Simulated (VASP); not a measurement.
# In3GaP4 (a cell with a defect) in VASP: a series of runs

In3GaP4 (a cell with a defect) is run at these levels: PBE; tasks: single point, relaxation of the atoms.

Program: VASP 6.6.1. These are calculated values, not measurements. Logs are shortened: lines on timing, memory, paths and dates and some standing lists are left out, and cuts for length are marked.

**1. The cell of the first run**

The cell holds a defect, 8 atoms: a = 5.960 Å, b = 5.960 Å, c = 5.960 Å, α = 90.00°, β = 90.00°, γ = 90.00°.

**2. Single point, PBE**

Input file INCAR:

```
ALGO = Normal ; EDIFF = 1E-6
ENCUT = 520 ; GGA = PE
ISIF = 2 ; ISMEAR = 0
LASPH = T ; LCHARG = F
LREAL = F ; LWAVE = F
NBANDS = 46 ; NELM = 100
PREC = Accurate ; SIGMA = 0.02
```

Input file KPOINTS:

```
k-points
0
Gamma
  3 3 3
```

Input file POSCAR:

```
In3GaP4
1.0
    0.0000000000      0.0000000000     -5.9597880294
    0.0000000000     -5.9597880294      0.0000000000
   -5.9597880294      0.0000000000      0.0000000000
Ga In P
1 3 4
Direct
    1.0000000000      1.0000000000      1.0000000000
    0.0000000000      0.5000000000      0.5000000000
    0.5000000000      0.0000000000      0.5000000000
    0.5000000000      0.5000000000      1.0000000000
    0.2393690462      0.2393690462      0.7606309538
    0.2393690462      0.7606309538      0.2393690462
    0.7606309538      0.2393690462      0.2393690462
    0.7606309538      0.7606309538      0.7606309538
```

Potentials or basis: VASP PAW PBE potentials, release 64 (Ga_d, In_d, P).

Run with:

```
cat potpaw_PBE.64/Ga_d/POTCAR potpaw_PBE.64/In_d/POTCAR potpaw_PBE.64/P/POTCAR > POTCAR
mpirun -np 1 vasp_std > vasp.out
```

OUTCAR:

```text
EDIFF = 1E-6
   ENCUT = 520
   GGA = PE
   ISIF = 2
   ISMEAR = 0
   LASPH = T
   LREAL = F
   NELM = 100
   PREC = Accurate

 ion  position               nearest neighbor table
   1  0.000  0.000  0.000-   5 2.47   6 2.47   7 2.47   8 2.47
   2  0.000  0.500  0.500-   5 2.62   6 2.62   7 2.62   8 2.62
   3  0.500  0.000  0.500-   5 2.62   6 2.62   7 2.62   8 2.62
   4  0.500  0.500  0.000-   5 2.62   6 2.62   7 2.62   8 2.62
   5  0.239  0.239  0.761-   1 2.47   2 2.62   3 2.62   4 2.62
   6  0.239  0.761  0.239-   1 2.47   2 2.62   3 2.62   4 2.62
   7  0.761  0.239  0.239-   1 2.47   2 2.62   3 2.62   4 2.62
   8  0.761  0.761  0.761-   1 2.47   2 2.62   3 2.62   4 2.62

  LATTYP: Found a simple cubic cell.
 ALAT       =     5.9597880294

  Lattice vectors:

 A1 = (   0.0000000000,   0.0000000000,  -5.9597880294)
 A2 = (   0.0000000000,  -5.9597880294,   0.0000000000)
 A3 = (  -5.9597880294,   0.0000000000,   0.0000000000)

Analysis of symmetry for initial positions (statically):
=====================================================================
 Subroutine PRICEL returns:
 Original cell was already a primitive cell.

 Routine SETGRP: Setting up the symmetry group for a
 simple cubic supercell.

 Subroutine GETGRP returns: Found 24 space group operations
 (whereof 24 operations were pure point group operations)
 out of a pool of 48 trial point group operations.

The static configuration has the point symmetry T_d .

Analysis of symmetry for dynamics (positions and initial velocities):
=====================================================================
 Subroutine PRICEL returns:
 Original cell was already a primitive cell.

 Routine SETGRP: Setting up the symmetry group for a
 simple cubic supercell.

 Subroutine GETGRP returns: Found 24 space group operations
 (whereof 24 operations were pure point group operations)
 out of a pool of 48 trial point group operations.

The dynamic configuration has the point symmetry T_d .

 Subroutine INISYM returns: Found 24 space group operations
 (whereof 24 operations are pure point group operations),
 and found     1 'primitive' translations

----------------------------------------------------------------------------------------
[... 85 lines left out ...]
   LREAL  =      F    real-space projection
   EDIFFG = 0.1E-04   stopping-criterion for IOM
   NSW    =      0    number of steps for IOM
   IBRION =     -1    ionic relax: 0-MD 1-quasi-New 2-CG
   NFREE  =      0    steps in history (QN), initial steepest desc. (CG)
   ISIF   =      2    stress and relaxation
   ISYM   =      2    0-nonsym 1-usesym 2-fastsym
   POTIM  = 0.5000    time-step for ionic-motion
   TEBEG  =    0.0;   TEEND  =   0.0 temperature during run
   PSTRESS=    0.0 pullay stress
   NELECT =      72.0000    total number of electrons
   NUPDOWN=      -1.0000    fix difference up-down
   EMIN   =  10.00;   EMAX   =-10.00  energy-range for DOS
   EFERMI =   0.00;   METHOD = LEGACY
   ISMEAR =     0;   SIGMA  =   0.02  broadening in eV -4-tet -1-fermi 0-gaus
   EFERMI_NEDOS =   21; number of points for ismear=-14 and -15
   IALGO  =     38    algorithm
   IMIX   =      4    mixing-type and parameters
     AMIX     =   0.40;   BMIX     =  1.00
     AMIX_MAG =   1.60;   BMIX_MAG =  1.00
  volume/ion in A,a.u.               =      26.46       178.57
  Fermi-wavevector in a.u.,A,eV,Ry     =   1.142760  2.159502 17.767839  1.305899
  Thomas-Fermi vector in A             =   2.279457
   LORBIT       =      0    0 simple, 1 ext, 2 COOP (PROOUT), +10 PAW based schemes
   GGA     = PE    functional components
   LHFCALC =     F    Hartree Fock is set to
   AEXX    =    0.0000 exact exchange contribution
   IVDW    =     0    specifies the selected vdW correction
   LEPSILON=     F    determine dielectric tensor
   LRPA    =     F    only Hartree local field effects (RPA)
 non-spin polarized calculation
 Gauss-broadening in eV      SIGMA  =   0.02
  energy-cutoff  :      520.00
  volume of cell :      211.69
 maximum number of plane-waves:      5728
 NGX is ok and might be reduce to    48
   NGX = 23   NGY = 23   NGZ = 23

 number of electron      72.0000011 magnetization

 Free energy of the ion-electron system (eV)
  ---------------------------------------------------
  ext. energy  EPLUGINS =         0.00000000
  ---------------------------------------------------
  free energy    TOTEN  =       -34.02468531 eV

  energy without entropy =      -34.02468531  energy(sigma->0) =      -34.02468531

 E-fermi :   4.1727     XC(G=0):  -8.9636

 val. band max:        4.0602885793   @ k =   0.0000   0.0000   0.0000
 cond. band min:       4.3304826039   @ k =   0.0000   0.0000   0.0000
 fundamental gap:      0.2701940246
 Fermi energy:         4.1726501911

 k-point     1 :       0.0000    0.0000    0.0000
  band No.  band energies     occupation
      1     -10.4258      2.00000
      2     -10.4258      2.00000
      3     -10.4258      2.00000
      4     -10.3586      2.00000
      5     -10.3586      2.00000
      6     -10.0562      2.00000
[... 185 lines left out ...]
     45       8.8771      0.00000
     46       9.6201      0.00000

------------------------ aborting loop because EDIFF is reached ----------------------------------------

  FORCE on cell =-STRESS in cart. coord.  units (eV):
  Direction    XX          YY          ZZ          XY          YZ          ZX
  --------------------------------------------------------------------------------------
  -------------------------------------------------------------------------------------
  Total       -4.3037571     -4.3037571     -4.3037571     -0.0000000      0.0000000      0.0000000
  in kB      -32.5736102    -32.5736102    -32.5736102     -0.0000000      0.0000000      0.0000000
  external PRESSURE =     -32.5736102 kB  Pullay stress =       0.0000000 kB

 VOLUME and BASIS-vectors are now :
 -----------------------------------------------------------------------------
  energy-cutoff  :      520.00
  volume of cell :      211.69
      direct lattice vectors                 reciprocal lattice vectors
     0.000000000  0.000000000 -5.959788029     0.000000000  0.000000000 -0.167791202
     0.000000000 -5.959788029  0.000000000     0.000000000 -0.167791202  0.000000000
    -5.959788029  0.000000000  0.000000000    -0.167791202  0.000000000  0.000000000

 POSITION                                       TOTAL-FORCE (eV/Angst)
 -----------------------------------------------------------------------------------
      0.00000      0.00000      0.00000        -0.000000     -0.000000     -0.000000
     -2.97989     -2.97989      0.00000        -0.000000      0.000000     -0.000000
     -2.97989      0.00000     -2.97989        -0.000000     -0.000000     -0.000000
      0.00000     -2.97989     -2.97989        -0.000000     -0.000000     -0.000000
     -4.53320     -1.42659     -1.42659         0.011694     -0.011694     -0.011694
     -1.42659     -4.53320     -1.42659        -0.011694      0.011694     -0.011694
     -1.42659     -1.42659     -4.53320        -0.011694     -0.011694      0.011694
     -4.53320     -4.53320     -4.53320         0.011694      0.011694      0.011694
 -----------------------------------------------------------------------------------
    total drift:                                0.000000     -0.000000     -0.000000

  FREE ENERGIE OF THE ION-ELECTRON SYSTEM (eV)
  ---------------------------------------------------
  free  energy   TOTEN  =       -34.0246853145 eV

  energy  without entropy=      -34.0246853145  energy(sigma->0) =      -34.02468531
```

Wall time 26 s (1 thread of AMD EPYC 9R45 (Zen 5), shared host); peak memory 0.31 GiB.

What came out:

```
Free energy            : -34.0247 eV
Pressure               : -3.3 GPa
Largest force          : 0.020 eV/Å
Band gap on the k mesh : 0.27 eV
```

Forces in eV/Å, atoms in the order of the input:
```
Ga   0.000  0.000  0.000
In   0.000  0.000  0.000
In   0.000  0.000  0.000
In   0.000  0.000  0.000
P    0.012 -0.012 -0.012
P   -0.012  0.012 -0.012
P   -0.012 -0.012  0.012
P    0.012  0.012  0.012
```

Levels at points of the mesh, in eV from the valence-band top:
```
           k point  band 34  band 35  band 36  band 37  band 38  band 39
(0.00, 0.00, 0.00)     0.00     0.00     0.00     0.27     1.92     1.92
```

Caveat: spin-orbit coupling is left out, which moves the levels of the heavy elements.

**3. Single point, PBE, collinear spin, ferromagnetic start**

Input file INCAR:

```
PREC = Accurate ; ENCUT = 520
EDIFF = 1E-6 ; ISMEAR = 0
SIGMA = 0.02 ; LREAL = False
LASPH = True ; NELM = 150
ALGO = Normal ; ISIF = 2
LWAVE = False ; LCHARG = True
ISPIN = 2 ; MAGMOM = 0.2 0 0 0 0.2 0.2 0.2 0.2
LORBIT = 11 ; GGA = PE
LELF = True ; LVHAR = True
NELECT = 71.0 ; NBANDS = 50
```

Input file KPOINTS:

```
regular mesh
0
Gamma
  3 3 3
```

Input file POSCAR:

```
In3GaP4
1.0
    0.0000000000      0.0000000000     -5.9597880294
    0.0000000000     -5.9597880294      0.0000000000
   -5.9597880294      0.0000000000      0.0000000000
Ga In P
1 3 4
Direct
    1.0000000000      1.0000000000      1.0000000000
    0.0000000000      0.5000000000      0.5000000000
    0.5000000000      0.0000000000      0.5000000000
    0.5000000000      0.5000000000      1.0000000000
    0.2387032954      0.2387032954      0.7612967046
    0.2387032954      0.7612967046      0.2387032954
    0.7612967046      0.2387032954      0.2387032954
    0.7612967046      0.7612967046      0.7612967046
```

Potentials or basis: VASP PAW PBE potentials, release 64 (Ga_d, In_d, P).

Run with:

```
cat potpaw_PBE.64/Ga_d/POTCAR potpaw_PBE.64/In_d/POTCAR potpaw_PBE.64/P/POTCAR > POTCAR
mpirun -np 1 vasp_std > vasp.out
```

It took 58 s on 1 thread of AMD EPYC 9R45 (Zen 5), shared host; peak memory 0.4 GiB.

The run converged. Its results:

```
Free energy                                           : -37.7575 eV
Largest force                                         : 0.005 eV/Å
Net moment                                            : 0.09 μB per cell
Valence electrons inside the program's atomic spheres : Ga 11.51; In 11.33; P 2.43
```

Forces in eV/Å, atoms in the order of the input:
```
Ga   0.000  0.000  0.000
In   0.000  0.000  0.000
In   0.000  0.000  0.000
In   0.000  0.000  0.000
P    0.003 -0.003 -0.003
P   -0.003  0.003 -0.003
P   -0.003 -0.003  0.003
P    0.003  0.003  0.003
```

Levels at points of the mesh, in eV from the Fermi level:
Spin up:
```csv
k point,band 32,band 33,band 34,band 35,band 36,band 37,band 38,band 39
"(0.00, 0.00, 0.00)",-1.56,-1.56,0.36,0.36,0.36,0.72,2.51,2.51
```
Spin down:
| k point | band 31 | band 32 | band 33 | band 34 | band 35 | band 36 | band 37 | band 38 | band 39 | band 40 |
| --- | --- | --- | --- | --- | --- | --- | --- | --- | --- | --- |
| (0.00, 0.00, 0.00) | -1.54 | -1.54 | -1.54 | 0.38 | 0.38 | 0.38 | 0.73 | 2.52 | 2.52 | 2.52 |

Caveat: the cell carries a net charge on a neutralising background, which shifts energy and pressure; the cell is charged against a uniform background, so pressure and absolute levels hang on convention; spin-orbit coupling is left out, which moves the levels of the heavy elements.

**4. Single point, PBE, collinear spin, ferromagnetic start**

Input file INCAR:

```
SYSTEM = In3GaP4
PREC     = Accurate       ! precision mode
ENCUT    = 520            ! plane-wave cutoff, eV
EDIFF    = 1E-6           ! SCF threshold, eV
ISMEAR   = 0              ! smearing method
SIGMA    = 0.02           ! smearing width, eV
LREAL    = .FALSE.        ! projectors in reciprocal space
LASPH    = .TRUE.         ! aspherical terms in the spheres
NELM     = 150            ! most SCF steps
ALGO     = Normal         ! electronic algorithm
ISIF     = 2              ! what is computed and relaxed
LWAVE    = .FALSE.        ! write WAVECAR
LCHARG   = .FALSE.        ! write CHGCAR
ISPIN    = 2              ! spin polarisation
MAGMOM   = 0.2 0 0 0 0.2 0.2 0.2 0.2 ! initial moments
LORBIT   = 11             ! projections on sites
GGA      = PE             ! functional
NELECT   = 73.0         
NBANDS   = 50             ! bands
```

Input file KPOINTS:

```
regular mesh
0
G
  3 3 3
  0 0 0
```

Input file POSCAR:

```
In3GaP4
1.0
    0.0000000000      0.0000000000     -5.9597880294
    0.0000000000     -5.9597880294      0.0000000000
   -5.9597880294      0.0000000000      0.0000000000
Ga In P
1 3 4
Direct
    1.0000000000      1.0000000000      1.0000000000
    0.0000000000      0.5000000000      0.5000000000
    0.5000000000      0.0000000000      0.5000000000
    0.5000000000      0.5000000000      1.0000000000
    0.2393690462      0.2393690462      0.7606309538
    0.2393690462      0.7606309538      0.2393690462
    0.7606309538      0.2393690462      0.2393690462
    0.7606309538      0.7606309538      0.7606309538
```

Run with:

```
cat potpaw_PBE.64/Ga_d/POTCAR potpaw_PBE.64/In_d/POTCAR potpaw_PBE.64/P/POTCAR > POTCAR
mpirun -np 1 vasp_std > vasp.out
```

Wall time 54 s (1 thread of AMD EPYC 9R45 (Zen 5), shared host); peak memory 0.4 GiB.

The run converged. Its results:

```yaml
Free_energy: -28.5483 eV
Net_moment: 0.06 μB per cell
Valence_electrons_inside_the_program's_atomic_spheres: Ga 11.62; In 11.45; P 2.51
```

Levels at points of the mesh, in eV from the Fermi level:
Spin up:
```
           k point  band 33  band 34  band 35  band 36  band 37  band 38  band 39  band 40
(0.00, 0.00, 0.00)    -3.99    -1.98    -1.98    -1.98    -1.73    -0.19    -0.19    -0.19
```
Spin down:
| k point | band 33 | band 34 | band 35 | band 36 | band 37 | band 38 | band 39 | band 40 |
| --- | --- | --- | --- | --- | --- | --- | --- | --- |
| (0.00, 0.00, 0.00) | -3.99 | -1.97 | -1.97 | -1.97 | -1.72 | -0.18 | -0.18 | -0.18 |

Caveat: the cell carries a net charge on a neutralising background, which shifts energy and pressure; the cell is charged against a uniform background, so pressure and absolute levels hang on convention; spin-orbit coupling is left out, which moves the levels of the heavy elements.

**5. Relaxation of the atoms, PBE**

Input file INCAR:

```
ALGO = Normal
EDIFF = 1E-7
EDIFFG = -0.025
ENCUT = 520
GGA = PE
IBRION = 2
ISIF = 2
ISMEAR = 0
LASPH = True
LCHARG = False
LREAL = False
LWAVE = False
NELM = 100
NSW = 65
PREC = Accurate
SIGMA = 0.02
```

Input file KPOINTS:

```
k-points
0
Gamma
  3 3 3
```

Input file POSCAR:

```
In3GaP4
1.0
    0.0000000000      0.0000000000     -5.9597880294
    0.0000000000     -5.9597880294      0.0000000000
   -5.9597880294      0.0000000000      0.0000000000
Ga In P
1 3 4
Direct
    1.0000000000      1.0000000000      1.0000000000
    0.0000000000      0.5000000000      0.5000000000
    0.5000000000      0.0000000000      0.5000000000
    0.5000000000      0.5000000000      1.0000000000
    0.2500000000      0.2500000000      0.7500000000
    0.2500000000      0.7500000000      0.2500000000
    0.7500000000      0.2500000000      0.2500000000
    0.7500000000      0.7500000000      0.7500000000
```

Run with:

```
cat potpaw_PBE.64/Ga_d/POTCAR potpaw_PBE.64/In_d/POTCAR potpaw_PBE.64/P/POTCAR > POTCAR
mpirun -np 1 vasp_std > vasp.out
```

Run time: 59 s. Hardware: 1 thread of AMD EPYC 9R45 (Zen 5), shared host; peak memory 0.31 GiB.

The run converged. Its results:

* Free energy: -34.0248 eV
* Energy gained by relaxing: 24.6 meV/atom
* Ionic steps: 3
* Pressure after relaxing: -3.3 GPa
* Largest force after relaxing: 0.009 eV/Å
* Band gap on the k mesh: 0.27 eV

Forces in eV/Å, atoms in the order of the input:
```
Ga   0.000  0.000  0.000
In   0.000  0.000  0.000
In   0.000  0.000  0.000
In   0.000  0.000  0.000
P    0.005 -0.005 -0.005
P   -0.005  0.005 -0.005
P   -0.005 -0.005  0.005
P    0.005  0.005  0.005
```

Step by step:
| step | energy change (eV) | largest force (eV/Å) | pressure (GPa) |
| --- | --- | --- | --- |
| 1 | 0.0000 | 0.8800 | -2.73 |
| 2 | -0.1225 | 0.5579 | -3.01 |
| 3 | -0.1968 | 0.0085 | -3.27 |

Final structure:
```cif
data_structure
_symmetry_space_group_name_H-M 'P 1'
_symmetry_Int_Tables_number 1
_cell_length_a 5.9598
_cell_length_b 5.9598
_cell_length_c 5.9598
_cell_angle_alpha 90.000
_cell_angle_beta 90.000
_cell_angle_gamma 90.000
_cell_volume 211.69
loop_
_atom_site_label
_atom_site_type_symbol
_atom_site_fract_x
_atom_site_fract_y
_atom_site_fract_z
_atom_site_occupancy
Ga1 Ga 0.00000 0.00000 0.00000 1
In1 In 0.00000 0.50000 0.50000 1
In2 In 0.50000 0.00000 0.50000 1
In3 In 0.50000 0.50000 0.00000 1
P1 P 0.23949 0.23949 0.76051 1
P2 P 0.23949 0.76051 0.23949 1
P3 P 0.76051 0.23949 0.23949 1
P4 P 0.76051 0.76051 0.76051 1
```

Levels at points of the mesh, in eV from the valence-band top:
```
           k point  band 32  band 33  band 34  band 35  band 36  band 37  band 38  band 39  band 40  band 41
(0.00, 0.00, 0.00)    -1.98    -1.98     0.00     0.00     0.00     0.27     1.92     1.92     1.92     2.07
```

Caveat: spin-orbit coupling is left out, which moves the levels of the heavy elements.
